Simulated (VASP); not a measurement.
Set up this calculation in VASP 6.6.1, as the native input.

```
Task                   : single point
Functional             : PBE
Potentials or basis    : VASP PAW PBE potentials, release 64 (Al)
Cutoff                 : 520 eV
k mesh                 : 6 × 6 × 8
Occupations            : fermi-dirac, width 0.05 eV
Spin                   : no spin polarisation
Dipole correction      : no
Further INCAR settings : ALGO = Fast; EDIFF = 1e-06; NBANDS = 10
```

The structure of Al lies in POSCAR:

```
Al
1.0
    4.5467300000      0.0454673000      0.0000000000
   -2.2339942000      3.9148463000      0.0000000000
    0.0000000000      0.0000000000      2.7539300000
Al
2
Direct
    0.3333300000      0.6666700000      0.5000000000
    0.6666700000      0.3333300000      0.5000000000
```

These files were run (other wordings do the same):

INCAR

```
PREC = Accurate
ENCUT = 520
EDIFF = 1E-6
ISMEAR = -1
SIGMA = 0.05
LREAL = F
LASPH = T
NELM = 100
ALGO = Fast
ISIF = 2
LWAVE = F
LCHARG = F
GGA = PE
NBANDS = 10
```

KPOINTS

```
regular mesh
0
Gamma
  6 6 8
```

Potentials or basis: VASP PAW PBE potentials, release 64 (Al).

Launch:

```bash
$ cat potpaw_PBE.64/Al/POTCAR > POTCAR
$ mpirun -np 1 vasp_std > vasp.out
```

It gave:

```
Pressure               : 0.0 GPa
Largest force          : 0.120 eV/Å
Band gap on the k mesh : zero (band 3 reaches 6.29 eV, above the bottom of band 4 at 2.55 eV)
```

Run time: 28 s on 1 thread of Intel(R) Xeon(R) Platinum 8259CL CPU @ 2.50GHz (Skylake/Cascade Lake), with other jobs on the host, peak memory 0.17 GiB.
